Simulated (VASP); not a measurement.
Crystal: Ta2N.

```xyz
3
Lattice="3.0708 0.0000 0.0000 -1.5354 2.6594 0.0000 0.0000 0.0000 4.8040" Properties=species:S:1:pos:R:3 pbc="T T T"
Ta    0.0000    1.7729    1.2236
Ta    1.5354    0.8865    3.5804
N     0.0000    0.0000    0.0000
```

Base run:

```yaml
Program: VASP 6.6.1
Functional: r2SCAN
Potentials_or_basis: VASP PAW PBE potentials, release 64 (Ta_pv, N)
Cutoff: 520 eV
k_mesh: 10 × 10 × 6
Occupations: fermi-dirac, width 0.05 eV
Spin: no spin polarisation
```

Its results: band gap on the k mesh zero (an odd number of electrons rules out a gap without spin polarisation); pressure 8.3 GPa; largest force 0.432 eV/Å.

Question: The run is repeated on the same cell with these changes: potentials or basis from VASP PAW PBE potentials, release 64 (Ta_pv, N) to VASP PAW PBE potentials, release 64 (Ta_sv_GW, N); cutoff from 520 eV to 660 eV; further incar settings from ALGO = Normal; EDIFF = 1e-07; NBANDS = 20 to ALGO = Normal; EDIFF = 1e-06; NBANDS = 22; valence electrons from 27 to 31. What comes out?

Answer: Band gap on the k mesh zero (an odd number of electrons rules out a gap without spin polarisation); pressure 6.9 GPa; largest force 0.402 eV/Å.

Caveats: the cell stands under pressure; the PAW data sets were made with another functional, which shifts forces and pressure a little; spin-orbit coupling is left out, which moves the levels of the heavy elements.
